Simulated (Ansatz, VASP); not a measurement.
Given: the input of a run of Ansatz 0.2.0 on WC.

Contents of input.yaml:

```yaml
crystal:
  lattice:
    - [0.0, 2.192684, 2.192684]
    - [2.192684, 0.0, 2.192684]
    - [2.192684, 2.192684, 0.0]
  atoms:
    - { symbol: W, position: [0.0, 0.0, 0.0] }
    - { symbol: C, position: [0.5, 0.5, 0.5] }
hamiltonian:
  xc: blyp
  pseudopotentials: { kind: paw }
  dispersion: d3bj
kpoints:
  mp_grid: { grid: [10, 10, 10] }
scf:
  occupations: { method: fermi_dirac, width: 0.05 }
output:
  forces: true
  stress: true
  eigenvalues: true
relax:
  f_tol: 0.01
  max_steps: 40
  cell: { stress_tol: 0.05 }
```

Potentials or basis: Ansatz PAW.

Launch:

```console
$ ansatz run input.yaml --threads 2 --pin off --max-ram 5632MiB --backend cpu --events-out ev --progress --plain --runs-dir out
```

**Question.** Set up the same calculation for VASP 6.6.1. Potentials there: VASP PAW PBE potentials, release 64 (W_sv, C).

**Answer.** As run (the cutoff follows the program's own potentials):

Contents of INCAR:

```
SYSTEM = WC
PREC     = Accurate       ! precision mode
ENCUT    = 600            ! plane-wave cutoff, eV
EDIFF    = 1E-6           ! SCF threshold, eV
ISMEAR   = -1             ! smearing method
SIGMA    = 0.05           ! smearing width, eV
LREAL    = .False.        ! projectors in reciprocal space
LASPH    = .True.         ! aspherical terms in the spheres
NELM     = 60             ! most SCF steps
ALGO     = Normal         ! electronic algorithm
ISIF     = 3              ! what is computed and relaxed
LWAVE    = .False.        ! write WAVECAR
LCHARG   = .False.        ! write CHGCAR
GGA      = B5             ! functional
ALDAX    = 1.0          
AGGAX    = 1.0          
AGGAC    = 1.0          
ALDAC    = 0.0          
IVDW     = 12             ! dispersion correction
IBRION   = 2              ! ionic algorithm
NSW      = 60             ! ionic steps
EDIFFG   = -0.01          ! ionic threshold
VDW_S6   = 1.0          
VDW_S8   = 2.6996       
VDW_A1   = 0.4298       
VDW_A2   = 4.2359
```

KPOINTS

```
regular mesh
0
Gamma
  10 10 10
  0 0 0
```

The input POSCAR:

```
WC
1.0
    0.0000000000      2.1926840000      2.1926840000
    2.1926840000      0.0000000000      2.1926840000
    2.1926840000      2.1926840000      0.0000000000
W C
1 1
Direct
    0.0000000000      0.0000000000      0.0000000000
    0.5000000000      0.5000000000      0.5000000000
```

Potentials or basis: VASP PAW PBE potentials, release 64 (W_sv, C).

Run with:

```console
$ cat potpaw_PBE.64/W_sv/POTCAR potpaw_PBE.64/C/POTCAR > POTCAR
$ mpirun -np 1 vasp_std > vasp.out
```

Both were run:

|  | VASP | Ansatz | Ansatz less VASP |
| --- | --- | --- | --- |
| gap on the k mesh at the Fermi level, each at its own relaxed structure (eV) | none | none | - |
| relaxed volume (Å³/atom) | 10.45 | 10.38 | -0.063 |
| relaxed length of the cell vector where the two differ most in proportion (Å) | 3.092 | 3.085 | -0.0063 |

VASP's potentials were made for PBE, not for BLYP. A gap of «none» marks a metal or a gap that the smearing closes.

Neither program's run includes spin-orbit coupling. Noted on VASP's run: too few bands were computed for a metal, which touches its energy and stress. Noted on Ansatz's run: the plane-wave basis is chosen anew once the cell has moved, so the energies of steps on either side of that aren't comparable.
